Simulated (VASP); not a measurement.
Input of a VASP 6.6.1 run:

Contents of INCAR:

```
SYSTEM = TiO2
ALGO = Normal
EDIFF = 1E-6
ENCUT = 520
GGA = PS
ISIF = 2
ISMEAR = 0
LASPH = .True.
LCHARG = .False.
LREAL = .False.
LWAVE = .False.
NBANDS = 19
NELM = 60
PREC = Accurate
SIGMA = 0.01
```

The input KPOINTS:

```
k-points
0
Gamma
  8 8 8
  0 0 0
```

POSCAR

```
TiO2
1.0
    1.4973310000      0.8644850000      6.9815440000
   -1.4973310000      0.8644850000      6.9815440000
    0.0000000000     -1.7289690000      6.9815440000
Ti O
1 2
Direct
    0.0000000000      0.0000000000      0.0000000000
    0.6204670000      0.6204670000      0.6204670000
    0.3795330000      0.3795330000      0.3795330000
```

Potentials or basis: VASP PAW PBE potentials, release 64 (Ti_sv, O).

The run is started by

```console
$ cat potpaw_PBE.64/Ti_sv/POTCAR potpaw_PBE.64/O/POTCAR > POTCAR
$ mpirun -np 1 vasp_std > vasp.out
```

Problem. What does it give for the pressure?

Solution. -3.9 GPa.

Problem. Estimate the band gap on the k mesh.

Solution. 2.66 eV, indirect (least direct gap 2.83 eV).

Problem. What does it give for the largest force?

Solution. 0.385 eV/Å.

Forces in eV/Å, atoms in the order of the input:
```
Ti   0.000  0.000  0.000
O    0.000  0.000  0.385
O    0.000  0.000 -0.385
```

Caveat: the PAW data sets were made with another functional, which shifts forces and pressure a little. A k mesh can miss the band edges.
